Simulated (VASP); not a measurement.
Set up this calculation in VASP 6.6.1, as the native input.

```yaml
Task: single point
Functional: LDA
Potentials_or_basis: VASP PAW LDA potentials, release 64 (C)
Cutoff: 600 eV
k_mesh: 8 × 8 × 8
Occupations: gaussian, width 0.02 eV
Spin: no spin polarisation
Dipole_correction: no
Further_INCAR_settings: ALGO = Normal; EDIFF = 1e-06; NBANDS = 11
```

The structure of C lies in POSCAR:

```
C
1.0
    0.0000000000      1.7657489861      1.7657489861
    1.7657489861      0.0000000000      1.7657489861
    1.7657489861      1.7657489861      0.0000000000
C
2
Direct
    0.5000000000      0.5000000000      0.5000000000
    0.7500000000      0.7500000000      0.7500000000
```

The input as run:

INCAR

```
SYSTEM = C
ALGO = Normal
EDIFF = 1E-6
ENCUT = 600
GGA = CA
GGA_COMPAT = .FALSE.
ISIF = 2
ISMEAR = 0
LASPH = .TRUE.
LCHARG = .TRUE.
LELF = .TRUE.
LREAL = .FALSE.
LVHAR = .TRUE.
LWAVE = .FALSE.
NBANDS = 11
NELM = 120
PREC = Accurate
SIGMA = 0.02
```

KPOINTS

```
k-points
0
G
  8 8 8
  0 0 0
```

Potentials or basis: VASP PAW LDA potentials, release 64 (C).

Run with:

```sh
$ cat potpaw_LDA.64/C/POTCAR > POTCAR
$ mpirun -np 1 vasp_std > vasp.out
```

It gave:

```json
{
  "Pressure": "0.9 GPa",
  "Band gap on the k mesh": "4.17 eV (least direct gap 5.63 eV)"
}
```

Run time: 2 s on 1 thread of Intel(R) Xeon(R) 6975P-C (Granite Rapids), on a shared host, peak memory 0.11 GiB.
